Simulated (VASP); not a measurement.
A run of VASP 6.6.1 is set up as follows.

The input INCAR:

```
SYSTEM = Sn
PREC = Accurate
ENCUT = 520
EDIFF = 1E-6
ISMEAR = -1
SIGMA = 0.1
LREAL = .False.
LASPH = .True.
NELM = 80
ALGO = Normal
ISIF = 2
LWAVE = .False.
LCHARG = .False.
GGA = PS
NBANDS = 13
```

The input KPOINTS:

```
Automatic mesh
0
Gamma
  12 12 12
  0 0 0
```

File POSCAR:

```
Sn
1.0
   -1.7686662188      1.8188700046      2.3953970941
    1.7686662188     -1.8188700046      2.3953970941
    1.7686662188      1.8188700046     -2.3953970941
Sn
1
Direct
    0.0000000000      0.0000000000      0.0000000000
```

Potentials or basis: VASP PAW PBE potentials, release 64 (Sn_d).

Launch:

```bash
$ cat potpaw_PBE.64/Sn_d/POTCAR > POTCAR
$ mpirun -np 1 vasp_std > vasp.out
```

(1) Predict the band gap on the k mesh.

(2) Estimate the pressure.

Results:

(1) zero (band 7 reaches 13.02 eV, above the bottom of band 8 at 4.81 eV).

(2) -5.8 GPa.

Caveat: the PAW data sets were made with another functional, which shifts forces and pressure a little; spin-orbit coupling is left out, which moves the levels of the heavy elements.
